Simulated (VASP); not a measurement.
# Al2O3 (P-3m1) in VASP: further runs, part 2 of 2

VASP 6.6.1.

## 6. Relaxation of cell and atoms, PBE

File INCAR:

```
SYSTEM = Al2O3
PREC = Accurate
ENCUT = 600
EDIFF = 1E-6
ISMEAR = 0
SIGMA = 0.02
LREAL = .FALSE.
LASPH = .TRUE.
NELM = 80
ALGO = Normal
ISIF = 3
LWAVE = .FALSE.
LCHARG = .FALSE.
GGA = PE
IBRION = 2
NSW = 100
EDIFFG = -0.01
```

File KPOINTS:

```
regular mesh
0
G
  12 12 4
  0 0 0
```

File POSCAR:

```
Al2O3
1.0
    2.8896893004      0.0000000000      0.0000000000
   -1.4448446502      2.5025443432      0.0000000000
    0.0000000000      0.0000000000      7.2390864931
Al O
2 3
Direct
    0.3333333333      0.6666666667      0.1899852350
    0.6666666667      0.3333333333      0.8100147650
    0.0000000000      0.0000000000      0.0000000000
    0.3333333333      0.6666666667      0.7161789435
    0.6666666667      0.3333333333      0.2838210565
```

Potentials or basis: VASP PAW PBE potentials, release 64 (Al, O).

Launch:

```
$ cat potpaw_PBE.64/Al/POTCAR potpaw_PBE.64/O/POTCAR > POTCAR
$ mpirun -np 1 vasp_std > vasp.out
```

OUTCAR:

```text
SYSTEM = Al2O3
   PREC = Accurate
   ENCUT = 600
   EDIFF = 1E-6
   ISMEAR = 0
   LREAL = .FALSE.
   LASPH = .TRUE.
   NELM = 80
   ISIF = 3
   GGA = PE
   IBRION = 2
   NSW = 100
   EDIFFG = -0.01

 ion  position               nearest neighbor table
   1  0.333  0.667  0.190-   5 1.80   5 1.80   5 1.80   3 2.16   3 2.16   3 2.16   2 3.22   2 3.22
                             2 3.22
   2  0.667  0.333  0.810-   4 1.80   4 1.80   4 1.80   3 2.16   3 2.16   3 2.16   1 3.22   1 3.22
                             1 3.22
   3  0.000  0.000  0.000-   1 2.16   2 2.16   2 2.16   1 2.16   2 2.16   1 2.16
   4  0.333  0.667  0.716-   2 1.80   2 1.80   2 1.80
   5  0.667  0.333  0.284-   1 1.80   1 1.80   1 1.80

  LATTYP: Found a hexagonal cell.
 ALAT       =     2.8896893004
 C/A-ratio  =     2.5051435433

  Lattice vectors:

 A1 = (   2.8896893004,   0.0000000000,   0.0000000000)
 A2 = (  -1.4448446502,   2.5025443432,   0.0000000000)
 A3 = (   0.0000000000,   0.0000000000,   7.2390864931)

Analysis of symmetry for initial positions (statically):
=====================================================================
 Subroutine PRICEL returns:
 Original cell was already a primitive cell.

 Routine SETGRP: Setting up the symmetry group for a
[... 184 lines left out ...]
  Total       -0.0635416     -0.0635416     -0.0190301     -0.0000000      0.0000000      0.0000000
  in kB       -1.9446969     -1.9446969     -0.5824173     -0.0000000      0.0000000      0.0000000
  external PRESSURE =      -1.4906037 kB  Pullay stress =       0.0000000 kB
[... 65 lines left out ...]
--------------------------------------- Ionic step        3  -------------------------------------------

 number of electron      23.9999994 magnetization

 Free energy of the ion-electron system (eV)
  ---------------------------------------------------
  ext. energy  EPLUGINS =         0.00000000
  ---------------------------------------------------
  free energy    TOTEN  =       -36.48376451 eV

  energy without entropy =      -36.48376451  energy(sigma->0) =      -36.48376451

 E-fermi :   3.9087     XC(G=0): -10.3145

 val. band max:        3.7525450959   @ k =   0.0833   0.0833   0.0000
 cond. band min:       8.4075251034   @ k =   0.0000   0.0000   0.0000
 fundamental gap:      4.6549800075
 Fermi energy:         3.9086936625

 k-point     1 :       0.0000    0.0000    0.0000
  band No.  band energies     occupation
      1     -15.2706      2.00000
      2     -14.0570      2.00000
      3     -12.9748      2.00000
      4      -1.3747      2.00000
      5       1.1597      2.00000
      6       2.0232      2.00000
[... 433 lines left out ...]
      3     -12.8447      2.00000
      4      -1.3266      2.00000
      5       0.3396      2.00000
      6       1.2894      2.00000
[... 8 lines left out ...]
     15      12.6929      0.00000
     16      14.8365      0.00000

 [... further k-points ...]

------------------------ aborting loop because EDIFF is reached ----------------------------------------

  FORCE on cell =-STRESS in cart. coord.  units (eV):
  Direction    XX          YY          ZZ          XY          YZ          ZX
  --------------------------------------------------------------------------------------
  -------------------------------------------------------------------------------------
  Total        0.0211576      0.0211576      0.0072978      0.0000000      0.0000000      0.0000000
  in kB        0.6479133      0.6479133      0.2234820      0.0000000      0.0000000      0.0000000
  external PRESSURE =       0.5064362 kB  Pullay stress =       0.0000000 kB
[... 20 lines left out ...]
  FREE ENERGIE OF THE ION-ELECTRON SYSTEM (eV)
  ---------------------------------------------------
  free  energy   TOTEN  =       -36.4837645133 eV

  energy  without entropy=      -36.4837645133  energy(sigma->0) =      -36.48376451

 reached required accuracy - stopping structural energy minimisation
```

Wall time 68 s (1 thread of Intel Xeon Platinum 8559C (Emerald Rapids), shared host); peak memory 0.2 GiB.

What came out:

```yaml
Free_energy: -36.4838 eV
Relaxed_volume: 10.46 Å³/atom
Relaxed_cell: a = 2.889 Å, b = 2.889 Å, c = 7.239 Å, α = 90.00°, β = 90.00°, γ = 120.00°
Space_group_after_relaxing_to_0.1_Å: P-3m1 (No. 164)
Energy_gained_by_relaxing: 0.0 meV/atom
Ionic_steps: 3
Pressure_after_relaxing: 0.1 GPa
Largest_force_after_relaxing: 0.003 eV/Å
Band_gap_on_the_k_mesh: 4.66 eV (least direct gap 4.76 eV)
```

Forces in eV/Å, atoms in the order of the input:
```
Al   0.000  0.000  0.003
Al   0.000  0.000 -0.003
O    0.000  0.000  0.000
O    0.000  0.000  0.003
O    0.000  0.000 -0.003
```

Final structure:
```
Al O
1.0
     2.88895    0.00000    0.00000
    -1.44447    2.50190    0.00000
     0.00000    0.00000    7.23853
Al O
2 3
Direct
  0.33333 0.66667 0.19011
  0.66667 0.33333 0.80989
  0.00000 0.00000 0.00000
  0.33333 0.66667 0.71628
  0.66667 0.33333 0.28372
```

Levels at points of the mesh, in eV from the valence-band top:
| k point | band 10 | band 11 | band 12 | band 13 | band 14 | band 15 |
| --- | --- | --- | --- | --- | --- | --- |
| (0.00, 0.00, 0.00) | -0.82 | -0.82 | -0.10 | 4.66 | 7.64 | 8.17 |
| (0.50, 0.00, 0.00) | -1.36 | -1.27 | -0.53 | 6.83 | 8.98 | 9.86 |
| (0.00, 0.00, 0.50) | -0.83 | -0.83 | -0.79 | 5.24 | 7.16 | 8.05 |
| (0.50, 0.00, 0.50) | -1.55 | -1.25 | -0.30 | 6.90 | 8.57 | 10.05 |

## 7. Overview

```tsv
task	cell	k mesh	cutoff (eV)	smearing	gap on the mesh (eV)	pressure (GPa)	relaxed volume (Å³/atom)	largest force (eV/Å)
single point	a = 2.890, b = 2.890, c = 7.239 Å, angles 90.0, 90.0, 120.0°, 5 atoms, atomic positions A	6 × 6 × 4	520	gaussian 0.1 eV	4.65	0.1	-	0.04
single point	a = 2.888, b = 2.888, c = 7.547 Å, angles 90.0, 90.0, 120.0°, 5 atoms, atomic positions B	6 × 6 × 4	520	gaussian 0.1 eV	4.74	0.0	-	0.04
relaxation of cell and atoms	relaxed from a = 3.178, b = 3.178, c = 4.945 Å, angles 90.0, 90.0, 120.0°, 5 atoms, atomic positions C	6 × 6 × 4	600	gaussian 0.1 eV	4.23	0.3	9.40	0.04
single point	a = 2.888, b = 2.888, c = 7.547 Å, angles 90.0, 90.0, 120.0°, 5 atoms, atomic positions B	12 × 12 × 4	520	gaussian 0.02 eV	4.73	0.0	-	0.04
relaxation of cell and atoms	relaxed from a = 2.890, b = 2.890, c = 7.239 Å, angles 90.0, 90.0, 120.0°, 5 atoms, atomic positions A	12 × 12 × 4	600	gaussian 0.02 eV	4.66	0.1	10.46	-
```

Alike in all rows: level PBE; potentials or basis VASP PAW PBE potentials, release 64 (Al, O); no spin polarisation.

Caveats: a cell axis changed by over 15 % at a fixed basis, so the end point is rough (at least some runs).

Absolute energies hang on the potentials; compare differences alone.
